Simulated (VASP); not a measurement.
Wanted: the native input for a VASP 6.6.1 run.

```yaml
Task: single point
Functional: BLYP
Potentials_or_basis: VASP PAW PBE potentials, release 64 (Os)
Cutoff: 520 eV
k_mesh: 13 × 13 × 13
Occupations: fermi-dirac, width 0.1 eV
Spin: no spin polarisation
Dipole_correction: no
Further_INCAR_settings: ALGO = Normal; EDIFF = 1e-07; NBANDS = 10
```

The structure of Os lies in POSCAR:

```
Os
1.0
    2.5976447518      0.0000000000      0.0000000000
    0.0000000000      2.5976447518      0.0000000000
    0.0000000000      0.0000000000      2.5976447518
Os
1
Direct
    0.0000000000      0.0000000000      0.0000000000
```

This isn't the form of Os at room conditions, which is hcp.

These files were run (other wordings do the same):

INCAR

```
SYSTEM = Os
PREC = Accurate
ENCUT = 520
EDIFF = 1E-7
ISMEAR = -1
SIGMA = 0.1
LREAL = .False.
LASPH = .True.
NELM = 60
ALGO = Normal
ISIF = 2
LWAVE = .False.
LCHARG = .False.
GGA = B5
ALDAX = 1.0
AGGAX = 1.0
AGGAC = 1.0
ALDAC = 0.0
NBANDS = 10
```

KPOINTS

```
regular mesh
0
Gamma
  13 13 13
  0 0 0
```

Potentials or basis: VASP PAW PBE potentials, release 64 (Os).

Command:

```console
$ cat potpaw_PBE.64/Os/POTCAR > POTCAR
$ mpirun -np 1 vasp_std > vasp.out
```

It gave:

The pressure is 1.6 GPa and the band gap on the k mesh is zero (bands 4 and 5 overlap by 4.97 eV).

Caveat: the PAW data sets were made with another functional, which shifts forces and pressure a little; spin-orbit coupling is left out, which moves the levels of the heavy elements.

Wall time 27 s on 1 thread of Intel Xeon 8259CL (shared host), peak memory 0.13 GiB.
